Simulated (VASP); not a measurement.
Write the native input for VASP 6.6.1 that does the following.

```yaml
Task: single point
Functional: PBE
Potentials_or_basis: VASP PAW PBE potentials, release 64 (Al, N)
Cutoff: 600 eV
k_mesh: 8 × 8 × 8
Occupations: methfessel-paxton, width 0.1 eV
Spin: no spin polarisation
Dipole_correction: no
Further_INCAR_settings: ALGO = Normal; EDIFF = 1e-06; NBANDS = 11
```

The structure of AlN lies in POSCAR:

```
AlN
1.0
    0.0000000000      2.1800765739      2.1800765739
    2.1800765739      0.0000000000      2.1800765739
    2.1800765739      2.1800765739      0.0000000000
Al N
1 1
Direct
    0.0000000000      0.0000000000      0.0000000000
    0.7500000000      0.7500000000      0.7500000000
```

These files were run (other wordings do the same):

INCAR

```
PREC     = Accurate       # precision mode
ENCUT    = 600            # plane-wave cutoff, eV
EDIFF    = 1E-6           # SCF threshold, eV
ISMEAR   = 1              # smearing method
SIGMA    = 0.1            # smearing width, eV
LREAL    = F              # projectors in reciprocal space
LASPH    = T              # aspherical terms in the spheres
NELM     = 120            # most SCF steps
ALGO     = Normal         # electronic algorithm
ISIF     = 2              # what is computed and relaxed
LWAVE    = F              # write WAVECAR
LCHARG   = F              # write CHGCAR
GGA      = PE             # functional
NBANDS   = 11             # bands
GGA_COMPAT= F
```

KPOINTS

```
Automatic mesh
0
Gamma
  8 8 8
```

Potentials or basis: VASP PAW PBE potentials, release 64 (Al, N).

The run is started by

```sh
$ cat potpaw_PBE.64/Al/POTCAR potpaw_PBE.64/N/POTCAR > POTCAR
$ mpirun -np 1 vasp_std > vasp.out
```

It gave:

```yaml
Pressure: 5.6 GPa
Band_gap_on_the_k_mesh: 3.32 eV, indirect (least direct gap 4.24 eV)
```

It took 15 s on 1 thread of Intel Xeon 8259CL, on a shared host, peak memory 0.15 GiB.
